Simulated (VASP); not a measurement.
MgCu2 (mix), 6 atoms in the cell. The structure is cubic, space group Fd-3m (No. 227). Conventional cell: a = 7.060 Å, b = 7.060 Å, c = 7.060 Å, α = 90.00°, β = 90.00°, γ = 90.00°. Mg (site symmetry -43m) has 12 Cu at 2.93 Å and 4 Mg at 3.06 Å within 3.9 Å. Cu (site symmetry -3m) has 6 Cu at 2.50 Å and 6 Mg at 2.93 Å within 3.3 Å. 

| Property | Result |
| --- | --- |
| Program | VASP 6.6.1 |
| Task | single point |
| Functional | PBEsol |
| Potentials or basis | VASP PAW PBE potentials, release 64 (Mg, Cu) |
| Cutoff | 520 eV |
| k mesh | 4 × 4 × 4 |
| Occupations | gaussian, width 0.1 eV |
| Spin | no spin polarisation |
| Dipole correction | no |
| Further INCAR settings | ALGO = Normal; EDIFF = 1e-06; NBANDS = 33 |

Potentials or basis: VASP PAW PBE potentials, release 64 (Mg, Cu).

Command:

```bash
$ cat potpaw_PBE.64/Mg/POTCAR potpaw_PBE.64/Cu/POTCAR > POTCAR
$ mpirun -np 1 vasp_std > vasp.out
```

Hardware: 1 thread of Intel(R) Xeon(R) Platinum 8488C (Sapphire Rapids) (shared host).

Task: Estimate the wall time of this run.

Result: Wall time 34 s on 1 thread of Intel(R) Xeon(R) Platinum 8488C (Sapphire Rapids) (shared host), peak memory 0.24 GiB. Counts: scf iterations 15, k points 8.
